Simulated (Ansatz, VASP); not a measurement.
**AlNi in VASP and in Ansatz**

Contents of INCAR:

```
PREC = Accurate
ENCUT = 520
EDIFF = 1E-6
ISMEAR = 0
SIGMA = 0.15
LREAL = F
LASPH = T
NELM = 80
ALGO = Fast
ISIF = 2
LWAVE = F
LCHARG = F
GGA = PE
NBANDS = 28
```

KPOINTS

```
regular mesh
0
Gamma
  20 20 7
```

The input POSCAR:

```
AlNi
1.0
    0.0000000000     -2.8930835280      0.0000000000
    0.0000000000      0.0000000000     -2.8930835280
    8.5292505841      0.0000000000      0.0000000000
Al Ni
3 3
Direct
    0.0000000000      1.0000000000      0.9327707012
    0.0000000000      1.0000000000      0.2543796750
    0.0000000000      1.0000000000      0.5935751881
    0.5000000000      0.5000000000      0.0847819185
    0.5000000000      0.5000000000      0.4239774316
    0.5000000000      0.5000000000      0.7631729446
```

Input for Ansatz:

```yaml
crystal:
  lattice:
    - [0.0, -2.893083528, 0.0]
    - [0.0, 0.0, -2.893083528]
    - [8.5292505841, 0.0, 0.0]
  atoms:
    - { symbol: Al, position: [0.0, 1.0, 0.9327707012] }
    - { symbol: Al, position: [0.0, 1.0, 0.254379675] }
    - { symbol: Al, position: [0.0, 1.0, 0.5935751881] }
    - { symbol: Ni, position: [0.5, 0.5, 0.0847819185] }
    - { symbol: Ni, position: [0.5, 0.5, 0.4239774316] }
    - { symbol: Ni, position: [0.5, 0.5, 0.7631729446] }
basis:
  ecutwfc: 420
kpoints:
  mp_grid: { grid: [20, 20, 7] }
hamiltonian:
  xc: pbe
scf:
  occupations: { method: gaussian, width: 0.15 }
output:
  forces: true
  stress: true
  eigenvalues: true
```

Alike in both runs: task single point; functional PBE; k mesh 20 × 20 × 7; occupations gaussian, width 0.15 eV; no spin polarisation.

```csv
,VASP,Ansatz
version,VASP 6.6.1,Ansatz 0.2.0
potentials or method,"VASP PAW PBE potentials, release 64 (Al, Ni), cutoff 520 eV","scalar-relativistic, plane waves, PAW"
valence electrons in the cell,39,63
```

|  | VASP | Ansatz | Ansatz less VASP |
| --- | --- | --- | --- |
| gap on the k mesh at the Fermi level (eV) | none | none | - |
| pressure (GPa) | 3.2 | 3.3 | +0.03 |
| traceless stress, the component that is largest in VASP (GPa) | 1.14 | 1.13 | -0.014 |
| rms of the force components (eV/Å) | 0.255 | 0.255 | +0.0001 |

Atom by atom the forces differ by 0.000 eV/Å (rms over components). A gap of «none» marks a metal or a gap that the smearing closes. VASP's potentials hold 39 valence electrons a cell and Ansatz's 63, so a difference there can come from the potentials and not from the codes.
